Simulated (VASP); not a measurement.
Mg: single point with LDA

Crystal: Mg.

```
Mg
1.0
     3.05030    0.00000    0.00000
    -1.52515    2.64164    0.00000
     0.00000    0.00000    3.04484
Mg
1
Direct
  0.00000 0.00000 0.00000
```

This isn't the form of Mg at room conditions, which is hcp.

- Program: VASP 6.6.1
- Task: single point
- Functional: LDA
- Potentials or basis: VASP PAW LDA potentials, release 64 (Mg)
- Cutoff: 520 eV
- k mesh: 6 × 6 × 5
- Occupations: fermi-dirac, width 0.05 eV
- Spin: no spin polarisation
- Dipole correction: no
- Further INCAR settings: ALGO = Normal; EDIFF = 1e-06; NBANDS = 7

| Quantity | Value |
| --- | --- |
| Pressure | -0.5 GPa |
| Band gap on the k mesh | zero (bands 1 and 2 overlap by 3.53 eV) |

Stress tensor (GPa, compression positive):
```
-1.97  0.00  0.00
 0.00 -1.97  0.00
 0.00  0.00  2.46
```

Levels at points of the mesh, in eV from the Fermi level:
| k point | band 1 | band 2 | band 3 | band 4 | band 5 |
| --- | --- | --- | --- | --- | --- |
| (0.00, 0.00, 0.00) | -6.57 | 8.06 | 8.73 | 12.59 | 12.59 |
| (0.50, 0.00, 0.00) | -1.48 | -1.13 | 8.29 | 8.60 | 12.93 |

It took 2.8 s on 1 thread of AMD EPYC 7R13 (shared host), peak memory 0.09 GiB.

Caveat: the k points lie up to 0.41 Å⁻¹ apart, too coarse for converged energies and pressures of a metal.
